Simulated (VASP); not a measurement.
Ga3Te2O:

```
Ga Te O
1.0
     4.27962    0.00000    0.00000
    -2.13981    3.70626    0.00000
     0.00000    0.00000    9.01281
Ga Te O
3 2 1
Direct
  0.66667 0.33333 0.50000
  0.00000 0.00000 0.00000
  0.00000 0.00000 0.50000
  0.33333 0.66667 0.24624
  0.33333 0.66667 0.75376
  0.66667 0.33333 0.00000
```

The cell was built from a structure type or drawn by symmetry, and may not be a known phase.

| Quantity | Value |
| --- | --- |
| Program | VASP 6.6.1 |
| Task | relaxation of cell and atoms |
| Functional | PBE |
| Potentials or basis | VASP PAW PBE potentials, release 64 (Ga_d, Te, O) |
| Cutoff | 600 eV |
| k mesh | 6 × 6 × 2 |
| Occupations | gaussian, width 0.1 eV |
| Spin | no spin polarisation |

At the start: pressure -5.2 GPa; volume 23.83 Å³/atom.

Task: How do energy, volume and symmetry change on relaxing?

Result: Over 10 steps the energy falls by 55.6 meV/atom and the volume is 20.83 Å³/atom (-12.6 %); space group P-6m2 (No. 187, to 0.1 Å) before and after.

The path:
| step | energy change (eV) | largest force (eV/Å) | pressure (GPa) | volume (Å³) |
| --- | --- | --- | --- | --- |
| 1 | 0.0000 | 0.1894 | -5.25 | 142.96 |
| 2 | -0.3132 | 0.0397 | -0.61 | 127.41 |
| 3 | -0.3150 | 0.0234 | 0.01 | 126.12 |
| 4 | -0.3150 | 0.0278 | -0.08 | 126.44 |
| 5 | -0.3214 | 0.0141 | -0.10 | 126.18 |
| 6 | -0.3272 | 0.0831 | -0.05 | 125.73 |
| 7 | -0.3221 | 0.2146 | 0.16 | 124.78 |
| 8 | -0.3281 | 0.1189 | -0.01 | 125.48 |
| 9 | -0.3300 | 0.0992 | -0.01 | 125.37 |
| 10 | -0.3335 | 0.0355 | -0.04 | 125.01 |

Final structure:
```
CELL_PARAMETERS angstrom
4.14969 0.00000 0.00000
-2.07484 3.59373 0.00000
0.00000 0.00000 8.38263
ATOMIC_POSITIONS crystal
Ga 0.66667 0.33333 0.50000
Ga 0.00000 0.00000 0.00000
Ga 0.00000 0.00000 0.50000
Te 0.33333 0.66667 0.24394
Te 0.33333 0.66667 0.75606
O 0.66667 0.33333 0.00000
```

Caveat: an odd number of electrons without spin polarisation forces a metal; a magnetic or distorted state may lie lower.
